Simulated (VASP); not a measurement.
Wanted: the native input for a VASP 6.6.1 run.

```
Task                   : single point
Functional             : PBEsol
Potentials or basis    : VASP PAW PBE potentials, release 64 (Sc_sv)
Cutoff                 : 520 eV
k mesh                 : 15 × 15 × 8
Occupations            : fermi-dirac, width 0.1 eV
Spin                   : no spin polarisation
Dipole correction      : no
Further INCAR settings : ALGO = Normal; EDIFF = 1e-06; NBANDS = 18
```

The structure of Sc lies in POSCAR:

```
Sc
1.0
    3.0232127853      0.0000000000      0.0000000000
   -1.5116063926      2.6181790731      0.0000000000
    0.0000000000      0.0000000000      4.6759656413
Sc
2
Direct
    0.3333333333      0.6666666667      0.2500000000
    0.6666666667      0.3333333333      0.7500000000
```

This cell differs from its parent crystal: volume scaled by 0.78.

These files were run (other wordings do the same):

INCAR

```
SYSTEM = Sc
  PREC = Accurate
  ENCUT = 520
  EDIFF = 1E-6
  ISMEAR = -1
  SIGMA = 0.1
  LREAL = .FALSE.
  LASPH = .TRUE.
  NELM = 80
  ALGO = Normal
  ISIF = 2
  LWAVE = .FALSE.
  LCHARG = .FALSE.
  GGA = PS
  NBANDS = 18
```

KPOINTS

```
Automatic mesh
0
G
  15 15 8
  0 0 0
```

Potentials or basis: VASP PAW PBE potentials, release 64 (Sc_sv).

Run with:

```console
$ cat potpaw_PBE.64/Sc_sv/POTCAR > POTCAR
$ mpirun -np 1 vasp_std > vasp.out
```

Results of the run:

* Pressure: 20.8 GPa
* Band gap on the k mesh: zero (band 11 reaches 7.06 eV, above the bottom of band 12 at 4.76 eV)

Caveat: the PAW data sets were made with another functional, which shifts forces and pressure a little.

It took 48 s on 1 thread of Intel(R) Xeon(R) Platinum 8259CL CPU @ 2.50GHz (Skylake/Cascade Lake) (shared host), peak memory 0.2 GiB.
